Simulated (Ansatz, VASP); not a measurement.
Ta: VASP beside Ansatz

INCAR

```
ALGO = Fast ; EDIFF = 1E-6
ENCUT = 520 ; GGA = PE
GGA_COMPAT = F ; ISIF = 2
ISMEAR = 0 ; LASPH = T
LCHARG = F ; LMAXMIX = 4
LORBIT = 11 ; LORBMOM = T
LREAL = F ; LSORBIT = T
LWAVE = F ; MAGMOM = 0 0 0
NBANDS = 22 ; NELM = 150
PREC = Accurate ; SIGMA = 0.1
```

File KPOINTS:

```
k-points
0
Gamma
  18 18 18
```

POSCAR

```
Ta
1.0
   -1.6593948200      1.6593948200      1.6593948200
    1.6593948200     -1.6593948200      1.6593948200
    1.6593948200      1.6593948200     -1.6593948200
Ta
1
Direct
    0.0000000000      0.0000000000      0.0000000000
```

Input for Ansatz:

```yaml
crystal:
  lattice:
    - [-1.65939482, 1.65939482, 1.65939482]
    - [1.65939482, -1.65939482, 1.65939482]
    - [1.65939482, 1.65939482, -1.65939482]
  atoms:
    - { symbol: Ta, position: [0.0, 0.0, 0.0] }
basis:
  ecutwfc: 420
kpoints:
  mp_grid: { grid: [18, 18, 18] }
  band_path:
    path:
      - [[0.0, 0.0, 0.0], [0.5, -0.5, 0.5], [0.0, 0.0, 0.5], [0.0, 0.0, 0.0], [0.25, 0.25, 0.25], [0.5, -0.5, 0.5]]
      - [[0.25, 0.25, 0.25], [0.0, 0.0, 0.5]]
    npoints: 10
hamiltonian:
  xc: pbe
scf:
  occupations: { method: gaussian, width: 0.1 }
output:
  forces: true
  stress: true
  eigenvalues: true
  populations: true
  dos: { projected: true, de: 0.02 }
  bader: false
magnetization:
  noncollinear: true
  spin_orbit: true
```

Alike in both runs: task single point; functional PBE; k mesh 18 × 18 × 18; occupations gaussian, width 0.1 eV; non-collinear spin, spin-orbit coupling.

|  | VASP | Ansatz |
| --- | --- | --- |
| version | VASP 6.6.1 | Ansatz 0.2.0 |
| potentials or method | VASP PAW PBE potentials, release 64 (Ta_pv), cutoff 520 eV | plane waves, PAW |
| valence electrons in the cell | 11 | 13 |

Ansatz gave:

| Quantity | Value |
| --- | --- |
| pressure (GPa) | 0.0 |
| net moment per atom (μB) | 0.00 |

Problem. Estimate VASP's values.

Solution. Pressure (GPa): -0.1; net moment per atom (μB): 0.00.

With one functional, cell and mesh, what is left measures potentials, basis and numerics. VASP's potentials hold 11 valence electrons a cell and Ansatz's 13, so a difference there can come from the potentials and not from the codes.
